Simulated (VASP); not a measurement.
# SnSe2 (P-3m1) in VASP: notebook, part 2 of 2

VASP 6.6.1. Earlier steps stand in the parts before.

### 5 Single point, PBE

This run uses another cell than the first one, of 27.53 Å³/atom, 1.126 times its volume.

Contents of INCAR:

```
PREC     = Accurate       # precision mode
ENCUT    = 520            # plane-wave cutoff, eV
EDIFF    = 1E-6           # SCF threshold, eV
ISMEAR   = 0              # smearing method
SIGMA    = 0.01           # smearing width, eV
LREAL    = False          # projectors in reciprocal space
LASPH    = True           # aspherical terms in the spheres
NELM     = 80             # most SCF steps
ALGO     = Normal         # electronic algorithm
ISIF     = 2              # what is computed and relaxed
LWAVE    = False          # write WAVECAR
LCHARG   = False          # write CHGCAR
GGA      = PE             # functional
NBANDS   = 20             # bands
```

Contents of KPOINTS:

```
Automatic mesh
0
Gamma
  6 6 4
```

Contents of POSCAR:

```
SnSe2
1.0
    3.8979255631      0.0000000000      0.0000000000
   -1.9489627815      3.3757027501      0.0000000000
    0.0000000000      0.0000000000      6.2759567712
Sn Se
1 2
Direct
    0.0000000000      0.0000000000      0.0000000000
    0.3333333333      0.6666666667      0.2490000000
    0.6666666667      0.3333333333      0.7510000000
```

Potentials or basis: VASP PAW PBE potentials, release 64 (Sn_d, Se).

Run with:

```bash
$ cat potpaw_PBE.64/Sn_d/POTCAR potpaw_PBE.64/Se/POTCAR > POTCAR
$ mpirun -np 1 vasp_std > vasp.out
```

OUTCAR:

```text
PREC = Accurate
   ENCUT = 520
   EDIFF = 1E-6
   ISMEAR = 0
   LREAL = False
   LASPH = True
   NELM = 80
   ISIF = 2
   GGA = PE

 ion  position               nearest neighbor table
   1  0.000  0.000  0.000-   2 2.74   3 2.74   3 2.74   2 2.74   3 2.74   2 2.74
   2  0.333  0.667  0.249-   1 2.74   1 2.74   1 2.74
   3  0.667  0.333  0.751-   1 2.74   1 2.74   1 2.74

  LATTYP: Found a hexagonal cell.
 ALAT       =     3.8979255631
 C/A-ratio  =     1.6100760955

  Lattice vectors:

 A1 = (   3.8979255631,   0.0000000000,   0.0000000000)
 A2 = (  -1.9489627815,   3.3757027501,   0.0000000000)
 A3 = (   0.0000000000,   0.0000000000,   6.2759567712)

Analysis of symmetry for initial positions (statically):
=====================================================================
 Subroutine PRICEL returns:
 Original cell was already a primitive cell.

 Routine SETGRP: Setting up the symmetry group for a
 hexagonal supercell.

 Subroutine GETGRP returns: Found 12 space group operations
 (whereof 12 operations were pure point group operations)
 out of a pool of 24 trial point group operations.

The static configuration has the point symmetry D_3d.

Analysis of symmetry for dynamics (positions and initial velocities):
=====================================================================
 Subroutine PRICEL returns:
 Original cell was already a primitive cell.

 Routine SETGRP: Setting up the symmetry group for a
 hexagonal supercell.

 Subroutine GETGRP returns: Found 12 space group operations
 (whereof 12 operations were pure point group operations)
 out of a pool of 24 trial point group operations.

The dynamic configuration has the point symmetry D_3d.

 Subroutine INISYM returns: Found 12 space group operations
 (whereof 12 operations are pure point group operations),
 and found     1 'primitive' translations

----------------------------------------------------------------------------------------

                                     Primitive cell

  volume of cell :      82.5805

  direct lattice vectors                    reciprocal lattice vectors
     3.897925563  0.000000000  0.000000000     0.256546715  0.148117307  0.000000000
    -1.948962781  3.375702750  0.000000000     0.000000000  0.296234614  0.000000000
     0.000000000  0.000000000  6.275956771     0.000000000  0.000000000  0.159338255

  length of vectors
     3.897925563  3.897925728  6.275956771     0.296234626  0.296234614  0.159338255

  position of ions in fractional coordinates (direct lattice)
     0.000000000  0.000000000  0.000000000
     0.333333333  0.666666667  0.249000000
     0.666666667  0.333333333  0.751000000

  ion indices of the primitive-cell ions
   primitive index   ion index
                 1           1
                 2           2
                 3           3

----------------------------------------------------------------------------------------

 KPOINTS: Automatic mesh

Automatic generation of k-mesh.
 Grid dimensions read from file:
 generate k-points for:    6    6    4

 Generating k-lattice:

  Cartesian coordinates                     Fractional coordinates (reciprocal lattice)
     0.042757786  0.024686218  0.000000000     0.166666667  0.000000000  0.000000000
     0.000000000  0.049372436  0.000000000     0.000000000  0.166666667  0.000000000
     0.000000000  0.000000000  0.039834564     0.000000000  0.000000000  0.250000000

  Length of vectors
     0.049372438  0.049372436  0.039834564

  Shift w.r.t. Gamma in fractional coordinates (k-lattice)
     0.000000000  0.000000000  0.000000000

 Subroutine IBZKPT returns following result:
 ===========================================

 Found     24 irreducible k-points:

 Following reciprocal coordinates:
            Coordinates               Weight
  0.000000  0.000000  0.000000      1.000000
  0.166667  0.000000  0.000000      6.000000
  0.333333  0.000000  0.000000      6.000000
  0.500000  0.000000  0.000000      3.000000
  0.166667  0.166667  0.000000      6.000000
  0.333333  0.166667  0.000000     12.000000
[... 16 lines left out ...]
  0.333333  0.166667  0.500000     12.000000
  0.333333  0.333333  0.500000      2.000000
   k-points           NKPTS =     24   k-points in BZ     NKDIM =     24   number of bands    NBANDS=     20
   number of dos      NEDOS =    301   number of ions     NIONS =      3
   total plane-waves  NPLWV =  43200
   dimension x,y,z NGX =    30 NGY =   30 NGZ =   48
   dimension x,y,z NGXF=    60 NGYF=   60 NGZF=   96
   ions per type =               1   2
   NGX,Y,Z   is equivalent  to a cutoff of  12.79, 12.79, 12.71 a.u.
   NGXF,Y,Z  is equivalent  to a cutoff of  25.59, 25.59, 25.43 a.u.
 SYSTEM =  unknown system
   PREC   = accura    normal or accurate (medium, high low for compatibility)
   ISTART =      0    job   : 0-new  1-cont  2-samecut
   ICHARG =      2    charge: 1-file 2-atom 10-const
   ISPIN  =      1    spin polarized calculation?
   LNONCOLLINEAR =      F non collinear calculations
   LSORBIT =      F    spin-orbit coupling
   LASPH  =      T    aspherical Exc in radial PAW
   ENCUT  =  520.0 eV  38.22 Ry    6.18 a.u.   7.25  7.25 11.67*2*pi/ulx,y,z
   NELM   =     80;   NELMIN=  2; NELMDL= -5     # of ELM steps
   EDIFF  = 0.1E-05   stopping-criterion for ELM
   LREAL  =      F    real-space projection
   EDIFFG = 0.1E-04   stopping-criterion for IOM
   NSW    =      0    number of steps for IOM
   IBRION =     -1    ionic relax: 0-MD 1-quasi-New 2-CG
   NFREE  =      0    steps in history (QN), initial steepest desc. (CG)
   ISIF   =      2    stress and relaxation
   ISYM   =      2    0-nonsym 1-usesym 2-fastsym
   POTIM  = 0.5000    time-step for ionic-motion
   TEBEG  =    0.0;   TEEND  =   0.0 temperature during run
   PSTRESS=    0.0 pullay stress
   NELECT =      26.0000    total number of electrons
   NUPDOWN=      -1.0000    fix difference up-down
   EMIN   =  10.00;   EMAX   =-10.00  energy-range for DOS
   EFERMI =   0.00;   METHOD = LEGACY
   ISMEAR =     0;   SIGMA  =   0.01  broadening in eV -4-tet -1-fermi 0-gaus
   EFERMI_NEDOS =   21; number of points for ismear=-14 and -15
   IALGO  =     38    algorithm
   IMIX   =      4    mixing-type and parameters
     AMIX     =   0.40;   BMIX     =  1.00
     AMIX_MAG =   1.60;   BMIX_MAG =  1.00
  volume/ion in A,a.u.               =      27.53       185.76
  Fermi-wavevector in a.u.,A,eV,Ry     =   1.113713  2.104613 16.876084  1.240357
  Thomas-Fermi vector in A             =   2.250301
   LORBIT       =      0    0 simple, 1 ext, 2 COOP (PROOUT), +10 PAW based schemes
   GGA     = PE    functional components
   LHFCALC =     F    Hartree Fock is set to
   AEXX    =    0.0000 exact exchange contribution
   IVDW    =     0    specifies the selected vdW correction
   LEPSILON=     F    determine dielectric tensor
   LRPA    =     F    only Hartree local field effects (RPA)
 non-spin polarized calculation
 Gauss-broadening in eV      SIGMA  =   0.01
  energy-cutoff  :      520.00
  volume of cell :       82.58
 maximum number of plane-waves:      2244
 NGX is ok and might be reduce to    30
   NGX = 15   NGY = 15   NGZ = 23

 number of electron      25.9999998 magnetization

 Free energy of the ion-electron system (eV)
  ---------------------------------------------------
  ext. energy  EPLUGINS =         0.00000000
  ---------------------------------------------------
  free energy    TOTEN  =       -11.84214786 eV

  energy without entropy =      -11.84214786  energy(sigma->0) =      -11.84214786

 E-fermi :   3.5022     XC(G=0):  -9.1495

 val. band max:        3.4459818584   @ k =   0.0000   0.0000   0.0000
 cond. band min:       4.2050569535   @ k =   0.5000   0.0000   0.2500
 fundamental gap:      0.7590750951
 Fermi energy:         3.5021770709

 k-point     1 :       0.0000    0.0000    0.0000
  band No.  band energies     occupation
      1     -17.7217      2.00000
      2     -17.7217      2.00000
      3     -17.6959      2.00000
      4     -17.6837      2.00000
      5     -17.6837      2.00000
      6     -10.0469      2.00000
[... 12 lines left out ...]
     19      12.3455      0.00000
     20      12.3456      0.00000
[... 507 lines left out ...]
 k-point    24 :       0.3333    0.3333    0.5000
  band No.  band energies     occupation
      1     -17.7372      2.00000
      2     -17.7372      2.00000
      3     -17.6802      2.00000
      4     -17.6802      2.00000
      5     -17.6706      2.00000
      6      -8.2105      2.00000
[... 12 lines left out ...]
     19      12.4365      0.00000
     20      12.4376      0.00000

------------------------ aborting loop because EDIFF is reached ----------------------------------------

  FORCE on cell =-STRESS in cart. coord.  units (eV):
  Direction    XX          YY          ZZ          XY          YZ          ZX
  --------------------------------------------------------------------------------------
  -------------------------------------------------------------------------------------
  Total        0.1688556      0.1688556      0.9462878      0.0000000      0.0000000      0.0000000
  in kB        3.2760339      3.2760343     18.3593013      0.0000000      0.0000000      0.0000000
  external PRESSURE =       8.3037898 kB  Pullay stress =       0.0000000 kB

 VOLUME and BASIS-vectors are now :
 -----------------------------------------------------------------------------
  energy-cutoff  :      520.00
  volume of cell :       82.58
      direct lattice vectors                 reciprocal lattice vectors
     3.897925563  0.000000000  0.000000000     0.256546715  0.148117307  0.000000000
    -1.948962781  3.375702750  0.000000000     0.000000000  0.296234614  0.000000000
     0.000000000  0.000000000  6.275956771     0.000000000  0.000000000  0.159338255

 POSITION                                       TOTAL-FORCE (eV/Angst)
 -----------------------------------------------------------------------------------
      0.00000      0.00000      0.00000        -0.000000      0.000000     -0.000000
     -0.00000      2.25047      1.56271        -0.000000      0.000000      0.175578
      1.94896      1.12523      4.71324         0.000000     -0.000000     -0.175578
 -----------------------------------------------------------------------------------
    total drift:                                0.000000     -0.000000      0.000000

  FREE ENERGIE OF THE ION-ELECTRON SYSTEM (eV)
  ---------------------------------------------------
  free  energy   TOTEN  =       -11.8421478604 eV

  energy  without entropy=      -11.8421478604  energy(sigma->0) =      -11.84214786
```

It took 30 s on 1 thread of Intel Xeon Platinum 8488C (Sapphire Rapids), shared host; peak memory 0.21 GiB.

What came out:

| Item | Value |
| --- | --- |
| Free energy | -11.8421 eV |
| Pressure | 0.8 GPa |
| Largest force | 0.176 eV/Å |
| Band gap on the k mesh | 0.76 eV, indirect (least direct gap 0.83 eV) |

Forces in eV/Å, atoms in the order of the input:
```
Sn   0.000  0.000  0.000
Se   0.000  0.000  0.176
Se   0.000  0.000 -0.176
```

Stress tensor (GPa, compression positive):
```
0.33 0.00 0.00
0.00 0.33 0.00
0.00 0.00 1.84
```

Caveat: spin-orbit coupling is left out, which moves the levels of the heavy elements; this functional lacks dispersion, which binds the layers, so the pressure and a relaxed spacing across them are unreliable. A k mesh can miss the band edges.

### 6 Overview

| cell | gap on the mesh (eV) | pressure (GPa) | largest force (eV/Å) |
| --- | --- | --- | --- |
| a = 3.746, b = 3.746, c = 6.032 Å, angles 90.0, 90.0, 120.0°, 3 atoms | 0.85 | 10.4 | 1.36 |
| a = 3.785, b = 3.785, c = 6.095 Å, angles 90.0, 90.0, 120.0°, 3 atoms | 0.83 | 7.4 | 1.01 |
| a = 3.824, b = 3.824, c = 6.156 Å, angles 90.0, 90.0, 120.0°, 3 atoms | 0.81 | 4.9 | 0.70 |
| a = 3.898, b = 3.898, c = 6.276 Å, angles 90.0, 90.0, 120.0°, 3 atoms | 0.76 | 0.8 | 0.18 |

Alike in all rows: task single point; level PBE; potentials or basis VASP PAW PBE potentials, release 64 (Sn_d, Se); no spin polarisation; k mesh 6 × 6 × 4; cutoff (eV) 520; smearing gaussian 0.01 eV.

Caveats: spin-orbit coupling is left out, which moves the levels of the heavy elements; this functional lacks dispersion, which binds the layers, so the pressure and a relaxed spacing across them are unreliable; forces of over 1 eV/Å act on the atoms, so gaps and moduli don't describe the material at rest (some runs).

Total energies depend on the potentials used, so only differences within one code and one set of settings carry meaning.
